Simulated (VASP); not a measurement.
Input of a VASP 6.6.1 run:

The input INCAR:

```
SYSTEM = TmTaSe4
PREC = Accurate ; ENCUT = 500
EDIFF = 1E-6 ; ISMEAR = 0
SIGMA = 0.1 ; LREAL = .False.
LASPH = .True. ; NELM = 200
ALGO = Normal ; ISIF = 2
LWAVE = .False. ; LCHARG = .False.
ISPIN = 2 ; MAGMOM = 0 1 0 0 0 0
LORBIT = 11 ; LMAXMIX = 6
GGA = PE ; NBANDS = 35
GGA_COMPAT = .False.
```

KPOINTS

```
Automatic mesh
0
Gamma
  4 4 4
  0 0 0
```

Contents of POSCAR:

```
TmTaSe4
1.0
    0.0000000000      4.9260226583      4.9260226583
    4.9260226583      0.0000000000      4.9260226583
    4.9260226583      4.9260226583      0.0000000000
Tm Ta Se
1 1 4
Direct
    0.5000000000      0.5000000000      0.5000000000
    0.7500000000      0.7500000000      0.7500000000
    0.8884912399      0.3345262804      0.8884912399
    0.8884912399      0.8884912399      0.8884912399
    0.3345262804      0.8884912399      0.8884912399
    0.8884912399      0.8884912399      0.3345262804
```

Potentials or basis: VASP PAW PBE potentials, release 64 (Tm_3, Ta_pv, Se), 4f in core.

Command:

```sh
$ cat potpaw_PBE.64/Tm_3/POTCAR potpaw_PBE.64/Ta_pv/POTCAR potpaw_PBE.64/Se/POTCAR > POTCAR
$ mpirun -np 1 vasp_std > vasp.out
```

**Question.** What does it give for the band gap on the k mesh?

**Answer.** Zero (filled and empty bands overlap).

**Question.** What does it give for the largest force?

**Answer.** 0.037 eV/Å.

**Question.** Predict the net moment.

**Answer.** 0.00 μB per cell.

**Question.** What does it give for the pressure?

**Answer.** 0.2 GPa.

Forces on the atoms (eV/Å):
```
Tm   0.000  0.000  0.000
Ta   0.000  0.000  0.000
Se  -0.021  0.021 -0.021
Se   0.021  0.021  0.021
Se   0.021 -0.021 -0.021
Se  -0.021 -0.021  0.021
```

Caveat: the magnetic or orbital state may not be the lowest; spin-orbit coupling is left out, which moves the levels of the heavy elements; the 4f electrons are frozen in the core, so they carry no moment and show no levels. With open d or f shells a metallic result of PBE can be an artefact of self-interaction; +U or a hybrid may open a gap.
